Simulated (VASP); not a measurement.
# KF in VASP: a series of runs

The runs below take KF through single point, with PBEsol.

Program: VASP 6.6.1. These are calculated values, not measurements. Logs are shortened: lines on timing, memory, paths and dates and some standing lists are left out, and cuts for length are marked.

## 1. The cell of the first run

Symmetry: I4/mmm, No. 139, tetragonal system. Conventional cell: a = 3.754 Å, b = 3.754 Å, c = 5.335 Å, α = 90.00°, β = 90.00°, γ = 90.00°. K (site symmetry 4/mmm) has 6 F at 2.65 to 2.67 Å within 3.5 Å. Within 3.5 Å of F (site symmetry 4/mmm) lie 6 K at 2.65 to 2.67 Å.

## 2. Single point, PBEsol (z stretched by +0.5 %, x and y held)

The input, INCAR:

```
SYSTEM = KF
ALGO = Normal ; EDIFF = 1E-6
ENCUT = 520 ; GGA = PS
ISIF = 2 ; ISMEAR = 0
LASPH = .TRUE. ; LCHARG = .FALSE.
LREAL = .FALSE. ; LWAVE = .FALSE.
NBANDS = 15 ; NELM = 80
PREC = Accurate ; SIGMA = 0.01
```

The input, KPOINTS:

```
k-points
0
G
  8 8 8
  0 0 0
```

The input, POSCAR:

```
KF
1.0
    0.0000000000      2.6541862235      2.6674571546
    2.6541862235      0.0000000000      2.6674571546
    2.6541862235      2.6541862235      0.0000000000
K F
1 1
Direct
    0.0000000000      0.0000000000      0.0000000000
    0.5000000000      0.5000000000      0.5000000000
```

Potentials or basis: VASP PAW PBE potentials, release 64 (K_sv, F).

Launch:

```sh
> cat potpaw_PBE.64/K_sv/POTCAR potpaw_PBE.64/F/POTCAR > POTCAR
> mpirun -np 1 vasp_std > vasp.out
```

OUTCAR:

```text
SYSTEM = KF
   EDIFF = 1E-6
   ENCUT = 520
   GGA = PS
   ISIF = 2
   ISMEAR = 0
   LASPH = .TRUE.
   LREAL = .FALSE.
   NELM = 80
   PREC = Accurate

 ion  position               nearest neighbor table
   1  0.000  0.000  0.000-   2 2.65   2 2.65   2 2.65   2 2.65   2 2.67   2 2.67
   2  0.500  0.500  0.500-   1 2.65   1 2.65   1 2.65   1 2.65   1 2.67   1 2.67

  LATTYP: Found a body centered tetragonal cell.
 ALAT       =     3.7535861543
 C/A-ratio  =     1.4212846302

  Lattice vectors:

 A1 = (  -2.6541862235,   0.0000000000,   2.6674571546)
 A2 = (   2.6541862235,   0.0000000000,   2.6674571546)
 A3 = (   0.0000000000,   2.6541862235,  -2.6674571546)

Analysis of symmetry for initial positions (statically):
=====================================================================
 Subroutine PRICEL returns:
 Original cell was already a primitive cell.

 Routine SETGRP: Setting up the symmetry group for a
 body centered tetragonal supercell.

 Subroutine GETGRP returns: Found 16 space group operations
 (whereof 16 operations were pure point group operations)
 out of a pool of 16 trial point group operations.

The static configuration has the point symmetry D_4h.

Analysis of symmetry for dynamics (positions and initial velocities):
=====================================================================
 Subroutine PRICEL returns:
 Original cell was already a primitive cell.

 Routine SETGRP: Setting up the symmetry group for a
 body centered tetragonal supercell.

 Subroutine GETGRP returns: Found 16 space group operations
 (whereof 16 operations were pure point group operations)
 out of a pool of 16 trial point group operations.

The dynamic configuration has the point symmetry D_4h.

 Subroutine INISYM returns: Found 16 space group operations
 (whereof 16 operations are pure point group operations),
 and found     1 'primitive' translations

----------------------------------------------------------------------------------------

                                     Primitive cell

  volume of cell :      37.5829

  direct lattice vectors                    reciprocal lattice vectors
     0.000000000  2.654186223  2.667457155    -0.188381657  0.188381657  0.187444435
     2.654186223  0.000000000  2.667457155     0.188381657 -0.188381657  0.187444435
     2.654186223  2.654186223  0.000000000     0.188381657  0.188381657 -0.187444435

  length of vectors
     3.762981820  3.762981820  3.753586154     0.325746395  0.325746395  0.325746395

  position of ions in fractional coordinates (direct lattice)
     0.000000000  0.000000000  0.000000000
     0.500000000  0.500000000  0.500000000

  ion indices of the primitive-cell ions
[... 89 lines left out ...]
   EFERMI =   0.00;   METHOD = LEGACY
   ISMEAR =     0;   SIGMA  =   0.01  broadening in eV -4-tet -1-fermi 0-gaus
   EFERMI_NEDOS =   21; number of points for ismear=-14 and -15
   IALGO  =     38    algorithm
   IMIX   =      4    mixing-type and parameters
     AMIX     =   0.40;   BMIX     =  1.00
     AMIX_MAG =   1.60;   BMIX_MAG =  1.00
  volume/ion in A,a.u.               =      18.79       126.81
  Fermi-wavevector in a.u.,A,eV,Ry     =   1.231548  2.327289 20.636106  1.516711
  Thomas-Fermi vector in A             =   2.366353
   LORBIT       =      0    0 simple, 1 ext, 2 COOP (PROOUT), +10 PAW based schemes
   GGA     = PS    functional components
   LHFCALC =     F    Hartree Fock is set to
   AEXX    =    0.0000 exact exchange contribution
   IVDW    =     0    specifies the selected vdW correction
   LEPSILON=     F    determine dielectric tensor
   LRPA    =     F    only Hartree local field effects (RPA)
 non-spin polarized calculation
 Gauss-broadening in eV      SIGMA  =   0.01
  energy-cutoff  :      520.00
  volume of cell :       37.58
 maximum number of plane-waves:      1036
   NGX = 13   NGY = 13   NGZ = 13

 number of electron      16.0000010 magnetization

 Free energy of the ion-electron system (eV)
  ---------------------------------------------------
  ext. energy  EPLUGINS =         0.00000000
  ---------------------------------------------------
  free energy    TOTEN  =        -8.52011264 eV

  energy without entropy =       -8.52011264  energy(sigma->0) =       -8.52011264

 E-fermi :  -2.7362     XC(G=0):  -8.6810

 val. band max:       -2.8662579970   @ k =   0.0000   0.0000   0.0000
 cond. band min:       3.2352942392   @ k =   0.0000   0.0000   0.0000
 fundamental gap:      6.1015522362
 Fermi energy:        -2.7362082390

 k-point     1 :       0.0000    0.0000    0.0000
  band No.  band energies     occupation
      1     -28.7922      2.00000
      2     -21.4049      2.00000
      3     -12.0929      2.00000
      4     -12.0921      2.00000
      5     -12.0921      2.00000
      6      -2.8741      2.00000
      7      -2.8663      2.00000
      8      -2.8663      2.00000
      9       3.2353      0.00000
     10       7.7849      0.00000
     11       7.8156      0.00000
     12       7.8156      0.00000
     13       9.4758      0.00000
     14       9.5252      0.00000
[... 401 lines left out ...]
      2     -21.4747      2.00000
      3     -12.3288      2.00000
      4     -12.1701      2.00000
      5     -12.1605      2.00000
      6      -3.4903      2.00000
      7      -3.1419      2.00000
      8      -3.0790      2.00000
      9       5.7495      0.00000
     10       6.8166      0.00000
     11       9.0265      0.00000
     12       9.2326      0.00000
     13      10.5998      0.00000
     14      10.7911      0.00000
     15      14.7612      0.00000

 [... further k-points ...]

------------------------ aborting loop because EDIFF is reached ----------------------------------------

  FORCE on cell =-STRESS in cart. coord.  units (eV):
  Direction    XX          YY          ZZ          XY          YZ          ZX
  --------------------------------------------------------------------------------------
  -------------------------------------------------------------------------------------
  Total       -0.0120595     -0.0120595     -0.0763187      0.0000000     -0.0000000     -0.0000000
  in kB       -0.5141036     -0.5141036     -3.2535033      0.0000000     -0.0000000     -0.0000000
  external PRESSURE =      -1.4272368 kB  Pullay stress =       0.0000000 kB

 VOLUME and BASIS-vectors are now :
 -----------------------------------------------------------------------------
  energy-cutoff  :      520.00
  volume of cell :       37.58
      direct lattice vectors                 reciprocal lattice vectors
     0.000000000  2.654186223  2.667457155    -0.188381657  0.188381657  0.187444435
     2.654186223  0.000000000  2.667457155     0.188381657 -0.188381657  0.187444435
     2.654186223  2.654186223  0.000000000     0.188381657  0.188381657 -0.187444435

 POSITION                                       TOTAL-FORCE (eV/Angst)
 -----------------------------------------------------------------------------------
      0.00000      0.00000      0.00000         0.000000     -0.000000      0.000000
      2.65419      2.65419      2.66746        -0.000000      0.000000      0.000000
 -----------------------------------------------------------------------------------
    total drift:                                0.000000      0.000000      0.000000

  FREE ENERGIE OF THE ION-ELECTRON SYSTEM (eV)
  ---------------------------------------------------
  free  energy   TOTEN  =        -8.5201126373 eV

  energy  without entropy=       -8.5201126373  energy(sigma->0) =       -8.52011264
```

OSZICAR:

```text
N       E                     dE             d eps       ncg     rms          rms(c)
DAV:   1     0.110238793618E+03    0.11024E+03   -0.82292E+03  1770   0.104E+03
DAV:   2    -0.512082836571E+01   -0.11536E+03   -0.10484E+03  2356   0.281E+02
DAV:   3    -0.953461243492E+01   -0.44138E+01   -0.43903E+01  2362   0.493E+01
DAV:   4    -0.964059140584E+01   -0.10598E+00   -0.10597E+00  2405   0.737E+00
DAV:   5    -0.964245830447E+01   -0.18669E-02   -0.18669E-02  2326   0.775E-01    0.591E+00
DAV:   6    -0.856004069056E+01    0.10824E+01   -0.29746E+00  1847   0.141E+01    0.416E+00
DAV:   7    -0.852534513221E+01    0.34696E-01   -0.67005E-02  2309   0.223E+00    0.237E+00
DAV:   8    -0.851808281375E+01    0.72623E-02   -0.49788E-02  2015   0.221E+00    0.206E-01
DAV:   9    -0.851952118494E+01   -0.14384E-02   -0.42868E-03  2176   0.550E-01    0.121E-01
DAV:  10    -0.851989872368E+01   -0.37754E-03   -0.36267E-04  1938   0.171E-01    0.775E-02
DAV:  11    -0.852011264179E+01   -0.21392E-03   -0.20070E-04  1840   0.105E-01    0.155E-02
DAV:  12    -0.852011250110E+01    0.14069E-06   -0.11064E-05  2295   0.336E-02    0.504E-03
DAV:  13    -0.852011263725E+01   -0.13615E-06   -0.23315E-06  1959   0.133E-02
   1 F= -.85201126E+01 E0= -.85201126E+01  d E =-.773912E-78
```

stdout:

```text
POSCAR found type information on POSCAR K F
 POSCAR found :  2 types and       2 ions
 scaLAPACK will be used
 -----------------------------------------------------------------------------
|                                                                             |
|                                                                             |
|     You enforced a specific xc type in the INCAR file but a different       |
|     I HOPE YOU KNOW WHAT YOU ARE DOING!                                     |
|                                                                             |
 -----------------------------------------------------------------------------

 LDA part: xc-table for (Slater+PW92), standard interpolation
 POSCAR, INCAR and KPOINTS ok, starting setup
 FFT: planning ... GRIDC
 FFT: planning ... GRID_SOFT
 FFT: planning ... GRID
 WAVECAR not read
 entering main loop
```

Wall time 24 s (1 thread of Intel Xeon Platinum 8488C (Sapphire Rapids), shared host); peak memory 0.17 GiB.

Results:

| Quantity | Value |
| --- | --- |
| Free energy | -8.5201 eV |
| Pressure | -0.1 GPa |
| Band gap on the k mesh | 6.10 eV |

Stress tensor (GPa, compression positive):
```
-0.05  0.00  0.00
 0.00 -0.05  0.00
 0.00  0.00 -0.33
```

Caveat: the cell differs from its parent crystal (z stretched by +0.5 %, x and y held); the PAW data sets were made with another functional, which shifts forces and pressure a little. A k mesh can miss the band edges.

## 3. Single point, PBEsol (equal xy, yz and zx engineering shears of -0.5 %)

The input, INCAR:

```
ALGO = Normal
EDIFF = 1E-7
ENCUT = 520
GGA = PS
ISIF = 2
ISMEAR = 0
LASPH = T
LCHARG = T
LELF = T
LREAL = F
LVHAR = T
LWAVE = F
NBANDS = 15
NELM = 100
PREC = Accurate
SIGMA = 0.01
```

The input, KPOINTS:

```
k-points
0
Gamma
  8 8 8
```

The input, POSCAR:

```
KF
1.0
   -0.0132709311      2.6475507580      2.6475507580
    2.6475507580     -0.0132709311      2.6475507580
    2.6475507580      2.6475507580     -0.0132709311
K F
1 1
Direct
    0.0000000000      0.0000000000      0.0000000000
    0.5000000000      0.5000000000      0.5000000000
```

Potentials or basis: VASP PAW PBE potentials, release 64 (K_sv, F).

Launch:

```sh
> cat potpaw_PBE.64/K_sv/POTCAR potpaw_PBE.64/F/POTCAR > POTCAR
> mpirun -np 1 vasp_std > vasp.out
```

OUTCAR:

```text
EDIFF = 1E-7
   ENCUT = 520
   GGA = PS
   ISIF = 2
   ISMEAR = 0
   LASPH = T
   LREAL = F
   NELM = 100
   PREC = Accurate

 ion  position               nearest neighbor table
   1  0.000  0.000  0.000-   2 2.65   2 2.65   2 2.65   2 2.65   2 2.65   2 2.65
   2  0.500  0.500  0.500-   1 2.65   1 2.65   1 2.65   1 2.65   1 2.65   1 2.65

  LATTYP: Found a trigonal (rhomboedric) cell.
 ALAT       =     3.7442257077
 COS(alpha) =     0.4949812504

  Lattice vectors:

[... 616 lines left out ...]

 [... further k-points ...]

------------------------ aborting loop because EDIFF is reached ----------------------------------------

  FORCE on cell =-STRESS in cart. coord.  units (eV):
  Direction    XX          YY          ZZ          XY          YZ          ZX
  --------------------------------------------------------------------------------------
  -------------------------------------------------------------------------------------
  Total        0.0044361      0.0044361      0.0044361      0.0155583      0.0155583      0.0155583
  in kB        0.1900627      0.1900627      0.1900627      0.6665871      0.6665871      0.6665871
  external PRESSURE =       0.1900627 kB  Pullay stress =       0.0000000 kB

 VOLUME and BASIS-vectors are now :
 -----------------------------------------------------------------------------
  energy-cutoff  :      520.00
  volume of cell :       37.40
      direct lattice vectors                 reciprocal lattice vectors
    -0.013270931  2.647550758  2.647550758    -0.187439737  0.188384018  0.188384018
     2.647550758 -0.013270931  2.647550758     0.188384018 -0.187439737  0.188384018
     2.647550758  2.647550758 -0.013270931     0.188384018  0.188384018 -0.187439737

 POSITION                                       TOTAL-FORCE (eV/Angst)
 -----------------------------------------------------------------------------------
      0.00000      0.00000      0.00000         0.000000      0.000000     -0.000000
      2.64092      2.64092      2.64092        -0.000000     -0.000000      0.000000
 -----------------------------------------------------------------------------------
    total drift:                                0.000000      0.000000      0.000000

  FREE ENERGIE OF THE ION-ELECTRON SYSTEM (eV)
  ---------------------------------------------------
  free  energy   TOTEN  =        -8.5199537961 eV

  energy  without entropy=       -8.5199537961  energy(sigma->0) =       -8.51995380
```

OSZICAR:

```text
N       E                     dE             d eps       ncg     rms          rms(c)
DAV:   1     0.108897422400E+03    0.10890E+03   -0.82542E+03  1950   0.104E+03
DAV:   2    -0.523122245943E+01   -0.11413E+03   -0.10549E+03  2568   0.283E+02
DAV:   3    -0.953007970174E+01   -0.42989E+01   -0.42813E+01  2624   0.486E+01
DAV:   4    -0.963953096563E+01   -0.10945E+00   -0.10944E+00  2611   0.723E+00
DAV:   5    -0.964107723001E+01   -0.15463E-02   -0.15463E-02  2675   0.716E-01    0.592E+00
DAV:   6    -0.855968042174E+01    0.10814E+01   -0.29666E+00  2006   0.141E+01    0.419E+00
DAV:   7    -0.852517642336E+01    0.34504E-01   -0.66639E-02  2573   0.223E+00    0.239E+00
DAV:   8    -0.851795385827E+01    0.72226E-02   -0.49509E-02  2251   0.221E+00    0.206E-01
DAV:   9    -0.851937122355E+01   -0.14174E-02   -0.42877E-03  2363   0.551E-01    0.121E-01
DAV:  10    -0.851974206577E+01   -0.37084E-03   -0.36010E-04  2174   0.171E-01    0.770E-02
DAV:  11    -0.851995374150E+01   -0.21168E-03   -0.19877E-04  2055   0.105E-01    0.155E-02
DAV:  12    -0.851995367605E+01    0.65450E-07   -0.11122E-05  2558   0.339E-02    0.503E-03
DAV:  13    -0.851995375611E+01   -0.80061E-07   -0.23143E-06  2146   0.133E-02    0.252E-03
DAV:  14    -0.851995379605E+01   -0.39940E-07   -0.58198E-08  2068   0.239E-03
   1 F= -.85199538E+01 E0= -.85199538E+01  d E =-.981324-111
```

Run time: 29 s. Hardware: 1 thread of Intel Xeon Platinum 8488C (Sapphire Rapids), shared host; peak memory 0.17 GiB.

Results:

```
Free energy            : -8.5200 eV
Pressure               : 0.0 GPa
Band gap on the k mesh : 6.12 eV
```

Stress tensor (GPa, compression positive):
```
0.02 0.07 0.07
0.07 0.02 0.07
0.07 0.07 0.02
```

Levels at points of the mesh, in eV from the valence-band top:
```tsv
k point	band 6	band 7	band 8	band 9	band 10	band 11
(0.00, 0.00, 0.00)	-0.01	-0.01	0.00	6.12	10.66	10.66
(0.50, 0.00, 0.00)	-0.84	-0.38	-0.37	9.04	10.59	12.10
(0.50, 0.50, 0.00)	-0.21	-0.06	-0.05	8.10	10.34	11.81
(0.50, 0.50, 0.50)	-0.84	-0.39	-0.39	9.07	10.62	12.15
```

Caveat: the cell differs from its parent crystal (equal xy, yz and zx engineering shears of -0.5 %); the PAW data sets were made with another functional, which shifts forces and pressure a little. A k mesh can miss the band edges.

## 4. Single point, PBEsol (equal xy, yz and zx engineering shears of +0.5 %)

The input, INCAR:

```
PREC     = Accurate       # precision mode
ENCUT    = 520            # plane-wave cutoff, eV
EDIFF    = 1E-7           # SCF threshold, eV
ISMEAR   = 0              # smearing method
SIGMA    = 0.01           # smearing width, eV
LREAL    = False          # projectors in reciprocal space
LASPH    = True           # aspherical terms in the spheres
NELM     = 60             # most SCF steps
ALGO     = Normal         # electronic algorithm
ISIF     = 2              # what is computed and relaxed
LWAVE    = False          # write WAVECAR
LCHARG   = False          # write CHGCAR
GGA      = PS             # functional
NBANDS   = 15             # bands
```

The input, KPOINTS:

```
regular mesh
0
Gamma
  8 8 8
```

The input, POSCAR:

```
KF
1.0
    0.0132709311      2.6608216891      2.6608216891
    2.6608216891      0.0132709311      2.6608216891
    2.6608216891      2.6608216891      0.0132709311
K F
1 1
Direct
    0.0000000000      0.0000000000      0.0000000000
    0.5000000000      0.5000000000      0.5000000000
```

Launch:

```sh
> cat potpaw_PBE.64/K_sv/POTCAR potpaw_PBE.64/F/POTCAR > POTCAR
> mpirun -np 1 vasp_std > vasp.out
```

Wall time 26 s (1 thread of Intel Xeon Platinum 8488C (Sapphire Rapids), shared host); peak memory 0.17 GiB.

Results (log left out):

```
Free energy            : -8.5200 eV
Pressure               : 0.0 GPa
Band gap on the k mesh : 6.13 eV
```

Stress tensor (GPa, compression positive):
```
 0.02 -0.07 -0.07
-0.07  0.02 -0.07
-0.07 -0.07  0.02
```

Levels at points of the mesh, in eV from the valence-band top:
```tsv
k point	band 4	band 5	band 6	band 7	band 8	band 9	band 10	band 11	band 12	band 13
(0.00, 0.00, 0.00)	-9.21	-9.21	-0.01	0.00	0.00	6.13	10.63	10.71	10.71	12.39
(0.50, 0.00, 0.00)	-9.25	-9.25	-0.84	-0.38	-0.37	9.06	10.61	12.11	12.18	14.44
(0.50, 0.50, 0.00)	-9.44	-9.44	-0.20	-0.06	-0.05	8.11	10.34	11.81	13.70	14.39
(0.50, 0.50, 0.50)	-9.24	-9.24	-0.84	-0.37	-0.37	9.03	10.58	12.13	12.13	14.44
```

Caveat: the cell differs from its parent crystal (equal xy, yz and zx engineering shears of +0.5 %); the PAW data sets were made with another functional, which shifts forces and pressure a little. A k mesh can miss the band edges.

(Continued in part 2 of 3.)
